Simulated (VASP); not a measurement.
The system is B3MoP4.

```
B Mo P
1.0
     4.77079    0.08772    0.06622
     0.08772    4.76902   -0.03705
     0.06622   -0.03705    4.81222
B Mo P
3 1 4
Direct
  0.49671 0.98616 0.02397
  0.97717 0.52975 0.97749
  0.01262 0.96417 0.48071
  0.48853 0.51167 0.46803
  0.24708 0.20411 0.25269
  0.70659 0.74960 0.22949
  0.81368 0.27863 0.80575
  0.25763 0.77592 0.76189
```

```yaml
Program: VASP 6.6.1
Task: relaxation of cell and atoms
Functional: PBE
Potentials_or_basis: VASP PAW PBE potentials, release 64 (B, Mo_sv, P)
Cutoff: 600 eV
k_mesh: 4 × 4 × 4
Occupations: gaussian, width 0.2 eV
Spin: no spin polarisation
```

At the start: pressure 18.8 GPa; volume 13.68 Å³/atom.

Q: How do energy, volume and symmetry change on relaxing?

A: Over 25 steps the energy falls by 555.5 meV/atom and the volume is 14.08 Å³/atom (+2.9 %); space group P1 (No. 1, to 0.1 Å) before, P-43m (No. 215, to 0.1 Å).

Step by step:
```csv
step,energy change (eV),largest force (eV/Å),pressure (GPa),volume (Å³)
1,0.0000,10.6760,18.76,109.42
2,-0.0305,5.5763,-9.86,136.35
3,-3.1326,3.4303,-5.08,119.73
4,-3.1655,3.3205,-4.33,119.01
5,-3.1814,3.1632,-3.16,118.00
6,-3.9234,1.8583,-2.38,115.68
7,-3.9302,1.4875,-2.70,115.90
8,-4.2470,1.0475,1.34,111.88
9,-4.2585,1.0676,2.53,110.98
10,-4.3776,0.6021,0.47,112.10
11,-4.3793,0.5383,0.63,111.99
12,-4.4132,0.3644,-0.50,112.90
13,-4.4133,0.4099,-0.55,112.95
14,-4.4326,0.1999,-0.09,112.72
15,-4.4329,0.2022,-0.02,112.69
16,-4.4385,0.1334,0.05,112.60
17,-4.4396,0.2040,0.10,112.55
18,-4.4420,0.1479,-0.03,112.64
19,-4.4420,0.1369,-0.01,112.63
20,-4.4436,0.0443,-0.01,112.65
21,-4.4436,0.0516,-0.02,112.65
22,-4.4439,0.0447,0.02,112.62
23,-4.4439,0.0524,0.04,112.62
24,-4.4440,0.0262,-0.02,112.65
25,-4.4440,0.0135,0.00,112.64
```

Final structure:
```yaml
crystal:
  lattice:
    - [4.82938, 0.00222, 0.00309]
    - [-0.00200, 4.82958, -0.00180]
    - [-0.00219, 0.00179, 4.82944]
  atoms:
    - { symbol: B, position: [0.50006, 0.99987, 0.99997] }
    - { symbol: B, position: [0.99997, 0.50031, 0.00000] }
    - { symbol: B, position: [0.00002, 0.00023, 0.49985] }
    - { symbol: Mo, position: [0.49992, 0.49958, 0.50002] }
    - { symbol: P, position: [0.22998, 0.23011, 0.22977] }
    - { symbol: P, position: [0.76972, 0.76992, 0.23045] }
    - { symbol: P, position: [0.76999, 0.23008, 0.77010] }
    - { symbol: P, position: [0.23034, 0.76991, 0.76983] }
```

Caveat: an odd number of electrons without spin polarisation forces a metal; a magnetic or distorted state may lie lower.
